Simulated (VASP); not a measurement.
TiO2:

```
CELL_PARAMETERS angstrom
6.11228 -1.87083 0.00000
6.11228 1.87083 0.00000
-1.91538 0.00000 6.28649
ATOMIC_POSITIONS crystal
Ti 0.90007 0.90007 0.28960
Ti 0.19529 0.19529 0.28376
Ti 0.09993 0.09993 0.71040
Ti 0.80471 0.80471 0.71624
O 0.36193 0.36193 0.29340
O 0.26349 0.26349 0.65250
O 0.86719 0.86719 0.99529
O 0.73651 0.73651 0.34750
O 0.94165 0.94165 0.63002
O 0.13281 0.13281 0.00471
O 0.63807 0.63807 0.70660
O 0.05835 0.05835 0.36998
```

Base run:

* Program: VASP 6.6.1
* Functional: PBEsol
* Dispersion: D4
* Potentials or basis: VASP PAW PBE potentials, release 64 (Ti_sv, O)
* Cutoff: 600 eV
* k mesh: 8 × 8 × 4
* Occupations: fermi-dirac, width 0.05 eV
* Spin: no spin polarisation

Its results: band gap on the k mesh 2.77 eV (least direct gap 2.94 eV); pressure -4.1 GPa; largest force 0.085 eV/Å.

The run is repeated on the same cell with these changes: functional from PBEsol to revPBE; cutoff from 600 eV to 520 eV. What comes out?

Band gap on the k mesh 2.82 eV (least direct gap 2.99 eV); pressure -0.4 GPa; largest force 0.122 eV/Å.

revPBE binds less tightly than PBEsol, so the same cell stands under more pressure.

Caveats: the PAW data sets were made with another functional, which shifts forces and pressure a little; the cell stands under tension (at least some runs).

A k mesh can miss the band edges.
